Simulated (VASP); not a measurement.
# WSe2 in VASP: notebook

The runs below take WSe2 through single point, with PBE+D3(BJ).

Everything below comes from runs of VASP 6.6.1. Logs are shortened: lines on timing, memory, paths and dates and some standing lists are left out, and cuts for length are marked.

## 1. The cell of the first run

The cell holds a slab with vacuum, 6 atoms: a = 3.285 Å, b = 3.285 Å, c = 24.239 Å, α = 90.00°, β = 90.00°, γ = 120.00°.

## 2. Single point, PBE+D3(BJ) (layers slid over each other)

INCAR reads:

```
SYSTEM = WSe2
  PREC = Accurate
  ENCUT = 520
  EDIFF = 1E-7
  ISMEAR = 0
  SIGMA = 0.05
  LREAL = .FALSE.
  LASPH = .TRUE.
  NELM = 80
  ALGO = Normal
  ISIF = 2
  LWAVE = .FALSE.
  LCHARG = .FALSE.
  LDIPOL = .TRUE.
  IDIPOL = 3
  DIPOL = 0.5 0.5 0.389
  GGA = PE
  IVDW = 12
  NBANDS = 35
```

KPOINTS reads:

```
Automatic mesh
0
G
  9 9 1
  0 0 0
```

POSCAR reads:

```
WSe2
1.0
    3.2854926884      0.0000000000      0.0000000000
   -1.6427463442      2.8453201321      0.0000000000
    0.0000000000      0.0000000000     24.2386466672
Se W
4 2
Direct
    0.3333333333      0.6666666667      0.1856539295
    0.3333333333      0.6666666667      0.3246601777
    0.6666666667      1.3333333333      0.4529676712
    0.6666666667      1.3333333333      0.5919739193
    0.6666666667      0.3333333333      0.2551570536
    1.0000000000      1.0000000000      0.5224707953
```

Potentials or basis: VASP PAW PBE potentials, release 64 (Se, W_sv).

Command:

```
$ cat potpaw_PBE.64/Se/POTCAR potpaw_PBE.64/W_sv/POTCAR > POTCAR
$ mpirun -np 1 vasp_std > vasp.out
```

OUTCAR:

```text
SYSTEM = WSe2
   PREC = Accurate
   ENCUT = 520
   EDIFF = 1E-7
   ISMEAR = 0
   LREAL = .FALSE.
   LASPH = .TRUE.
   NELM = 80
   ISIF = 2
   GGA = PE
   IVDW = 12
 IVDW          = 12

 ion  position               nearest neighbor table
   1  0.333  0.667  0.186-   5 2.54   5 2.54   5 2.54
   2  0.333  0.667  0.325-   5 2.54   5 2.54   5 2.54
   3  0.667  0.333  0.453-   6 2.54   6 2.54   6 2.54
   4  0.667  0.333  0.592-   6 2.54   6 2.54   6 2.54
   5  0.667  0.333  0.255-   2 2.54   1 2.54   2 2.54   1 2.54   2 2.54   1 2.54
   6  0.000  0.000  0.522-   4 2.54   4 2.54   4 2.54   3 2.54   3 2.54   3 2.54

  LATTYP: Found a hexagonal cell.
 ALAT       =     3.2854926884
 C/A-ratio  =     7.3774769771

  Lattice vectors:

 A1 = (   3.2854926884,   0.0000000000,   0.0000000000)
 A2 = (  -1.6427463442,   2.8453201321,   0.0000000000)
 A3 = (   0.0000000000,   0.0000000000,  24.2386466672)

Analysis of symmetry for initial positions (statically):
=====================================================================
 Subroutine PRICEL returns:
 Original cell was already a primitive cell.

 Routine SETGRP: Setting up the symmetry group for a
 hexagonal supercell.

 Subroutine GETGRP returns: Found  6 space group operations
 (whereof  6 operations were pure point group operations)
 out of a pool of 24 trial point group operations.

The static configuration has the point symmetry C_3v.

Analysis of symmetry for dynamics (positions and initial velocities):
=====================================================================
 Subroutine PRICEL returns:
 Original cell was already a primitive cell.

 Routine SETGRP: Setting up the symmetry group for a
 hexagonal supercell.

 Subroutine GETGRP returns: Found  6 space group operations
 (whereof  6 operations were pure point group operations)
 out of a pool of 24 trial point group operations.

The dynamic configuration has the point symmetry C_3v.

 Subroutine INISYM returns: Found  6 space group operations
 (whereof  6 operations are pure point group operations),
 and found     1 'primitive' translations

----------------------------------------------------------------------------------------

                                     Primitive cell

  volume of cell :     226.5896

  direct lattice vectors                    reciprocal lattice vectors
     3.285492688  0.000000000  0.000000000     0.304368353  0.175727151  0.000000000
    -1.642746344  2.845320132  0.000000000     0.000000000  0.351454302  0.000000000
[... 89 lines left out ...]
   TEBEG  =    0.0;   TEEND  =   0.0 temperature during run
   PSTRESS=    0.0 pullay stress
   NELECT =      52.0000    total number of electrons
   NUPDOWN=      -1.0000    fix difference up-down
   EMIN   =  10.00;   EMAX   =-10.00  energy-range for DOS
   EFERMI =   0.00;   METHOD = LEGACY
   ISMEAR =     0;   SIGMA  =   0.05  broadening in eV -4-tet -1-fermi 0-gaus
   EFERMI_NEDOS =   21; number of points for ismear=-14 and -15
   IALGO  =     38    algorithm
   IMIX   =      4    mixing-type and parameters
     AMIX     =   0.40;   BMIX     =  1.00
     AMIX_MAG =   1.60;   BMIX_MAG =  1.00
  volume/ion in A,a.u.               =      37.76       254.85
  Fermi-wavevector in a.u.,A,eV,Ry     =   1.002296  1.894065 13.668372  1.004597
  Thomas-Fermi vector in A             =   2.134774
   LORBIT       =      0    0 simple, 1 ext, 2 COOP (PROOUT), +10 PAW based schemes
   GGA     = PE    functional components
   LHFCALC =     F    Hartree Fock is set to
   AEXX    =    0.0000 exact exchange contribution
   IVDW    =    12    specifies the selected vdW correction
   LEPSILON=     F    determine dielectric tensor
   LRPA    =     F    only Hartree local field effects (RPA)
 non-spin polarized calculation
 Gauss-broadening in eV      SIGMA  =   0.05
  energy-cutoff  :      520.00
  volume of cell :      226.59
 maximum number of plane-waves:      6144
   NGX = 13   NGY = 13   NGZ = 91

 number of electron      51.9999987 magnetization

 dipolmoment           0.000000      0.000000      0.003193 electrons x Angstroem

 Free energy of the ion-electron system (eV)
  ---------------------------------------------------
  ext. energy  EPLUGINS =         0.00000000
  ---------------------------------------------------
  free energy    TOTEN  =       -43.16855261 eV

  energy without entropy =      -43.16855261  energy(sigma->0) =      -43.16855261

 E-fermi :   1.3396     XC(G=0):  -6.2058

 val. band max:        0.9628782301   @ k =   0.0000   0.0000   0.0000
 cond. band min:       2.4045823047   @ k =   0.2222   0.1111   0.0000
 fundamental gap:      1.4417040746
 Fermi energy:         1.3395535827

 k-point     1 :       0.0000    0.0000    0.0000
  band No.  band energies     occupation
      1     -73.2083      2.00000
      2     -73.1503      2.00000
      3     -37.4555      2.00000
      4     -37.3966      2.00000
      5     -37.3197      2.00000
      6     -37.3197      2.00000
[... 445 lines left out ...]
     34       5.8147      0.00000
     35       6.4209      0.00000

------------------------ aborting loop because EDIFF is reached ----------------------------------------

 vacuum level on the upper side and lower side of the slab       (xc-potential included)        -0.082        -0.144

 Edisp (eV)   -2.40275

 E8    (eV) :    -1.1046

  FORCE on cell =-STRESS in cart. coord.  units (eV):
  Direction    XX          YY          ZZ          XY          YZ          ZX
  --------------------------------------------------------------------------------------
  -------------------------------------------------------------------------------------
  Total       0.05622     0.05622    -0.03735     0.00000    -0.00000     0.00000
  in kB       0.39749     0.39749    -0.26407     0.00000    -0.00000     0.00000
  external pressure =        0.18 kB  Pullay stress =        0.00 kB

 VOLUME and BASIS-vectors are now :
 -----------------------------------------------------------------------------
  energy-cutoff  :      520.00
  volume of cell :      226.59
      direct lattice vectors                 reciprocal lattice vectors
     3.285492688  0.000000000  0.000000000     0.304368353  0.175727151  0.000000000
    -1.642746344  2.845320132  0.000000000     0.000000000  0.351454302  0.000000000
     0.000000000  0.000000000 24.238646667     0.000000000  0.000000000  0.041256429

 POSITION                                       TOTAL-FORCE (eV/Angst)
 -----------------------------------------------------------------------------------
     -0.00000      1.89688      4.50000         0.000000      0.000000     -0.030379
     -0.00000      1.89688      7.86932         0.000000      0.000000      0.049526
      1.64275      0.94844     10.97932         0.000000      0.000000     -0.028393
      1.64275      0.94844     14.34865        -0.000000      0.000000      0.040111
      1.64275      0.94844      6.18466        -0.000000      0.000000      0.017741
      0.00000      0.00000     12.66399        -0.000000     -0.000000     -0.048606
 -----------------------------------------------------------------------------------
    total drift:                               -0.000001      0.000000     -0.000095

  FREE ENERGIE OF THE ION-ELECTRON SYSTEM (eV)
  ---------------------------------------------------
  free  energy   TOTEN  =       -45.5712976078 eV

  energy  without entropy=      -45.5712976078  energy(sigma->0) =      -45.57129761

 vacuum level on the upper side and lower side of the slab         5.879         5.815
```

OSZICAR:

```text
N       E                     dE             d eps       ncg     rms          rms(c)
DAV:   1     0.473422500867E+03    0.47342E+03   -0.27214E+04   976   0.130E+03
DAV:   2    -0.117392300570E+02   -0.48516E+03   -0.47096E+03  1044   0.329E+02
DAV:   3    -0.441033152329E+02   -0.32364E+02   -0.31874E+02  1048   0.810E+01
[... 16 lines left out ...]
DAV:  20    -0.431685440541E+02   -0.19542E-04   -0.11152E-06   840   0.239E-03    0.154E-03
DAV:  21    -0.431685498883E+02   -0.58341E-05   -0.28224E-07   836   0.104E-03    0.886E-04
DAV:  22    -0.431685519881E+02   -0.20999E-05   -0.10463E-07   721   0.620E-04    0.769E-05
DAV:  23    -0.431685525215E+02   -0.53332E-06   -0.16648E-08   665   0.259E-04    0.732E-05
DAV:  24    -0.431685526051E+02   -0.83656E-07   -0.25449E-09   555   0.117E-04
   1 F= -.45571298E+02 E0= -.45571298E+02  d E =-.783572E-28
```

stdout:

```text
POSCAR found type information on POSCAR SeW
 POSCAR found :  2 types and       6 ions
 scaLAPACK will be used
 LDA part: xc-table for (Slater+PW92), standard interpolation
 POSCAR, INCAR and KPOINTS ok, starting setup
 FFT: planning ... GRIDC
 FFT: planning ... GRID_SOFT
 FFT: planning ... GRID
 WAVECAR not read
 entering main loop
```

Wall time 2 min (1 thread of Intel Xeon Platinum 8488C (Sapphire Rapids), shared host); peak memory 0.36 GiB.

Results:

```yaml
Free_energy: -45.5713 eV
Largest_force: 0.050 eV/Å
Band_gap_on_the_k_mesh: 1.44 eV (least direct gap 1.61 eV)
Dispersion_energy_per_atom: -0.400 eV
```

Forces in eV/Å, atoms in the order of the input:
```
Se   0.000  0.000 -0.030
Se   0.000  0.000  0.050
Se   0.000  0.000 -0.028
Se   0.000  0.000  0.040
W    0.000  0.000  0.018
W    0.000  0.000 -0.049
```

Caveat: the cell differs from its parent crystal (layers slid over each other); spin-orbit coupling is left out, which moves the levels of the heavy elements.

## 3. Single point, PBE+D3(BJ)

INCAR reads:

```
PREC     = Accurate       # precision mode
ENCUT    = 520            # plane-wave cutoff, eV
EDIFF    = 1E-7           # SCF threshold, eV
ISMEAR   = 0              # smearing method
SIGMA    = 0.05           # smearing width, eV
LREAL    = F              # projectors in reciprocal space
LASPH    = T              # aspherical terms in the spheres
NELM     = 60             # most SCF steps
ALGO     = Normal         # electronic algorithm
ISIF     = 2              # what is computed and relaxed
LWAVE    = F              # write WAVECAR
LCHARG   = F              # write CHGCAR
LDIPOL   = T            
IDIPOL   = 3            
DIPOL    = 0.5 0.5 0.389
GGA      = PE             # functional
IVDW     = 12             # dispersion correction
NBANDS   = 35             # bands
```

KPOINTS reads:

```
regular mesh
0
Gamma
  9 9 1
```

POSCAR is that of step 2.

Potentials or basis: VASP PAW PBE potentials, release 64 (Se, W_sv).

Command:

```
$ cat potpaw_PBE.64/Se/POTCAR potpaw_PBE.64/W_sv/POTCAR > POTCAR
$ mpirun -np 1 vasp_std > vasp.out
```

Wall time 2.1 min (1 thread of Intel Xeon Platinum 8488C (Sapphire Rapids), shared host); peak memory 0.36 GiB.

The run converged. Its results:

```
Free energy                : -45.5713 eV
Largest force              : 0.050 eV/Å
Band gap on the k mesh     : 1.44 eV (least direct gap 1.61 eV)
Dispersion energy per atom : -0.400 eV
```

Forces in eV/Å, atoms in the order of the input:
```
Se   0.000  0.000 -0.030
Se   0.000  0.000  0.050
Se   0.000  0.000 -0.028
Se   0.000  0.000  0.040
W    0.000  0.000  0.018
W    0.000  0.000 -0.049
```

Levels at points of the mesh, in eV from the valence-band top:
| k point | band 23 | band 24 | band 25 | band 26 | band 27 | band 28 | band 29 | band 30 |
| --- | --- | --- | --- | --- | --- | --- | --- | --- |
| (0.00, 0.00, 0.00) | -1.25 | -1.25 | -0.70 | 0.00 | 2.82 | 2.82 | 2.90 | 2.90 |

Caveat: spin-orbit coupling is left out, which moves the levels of the heavy elements.
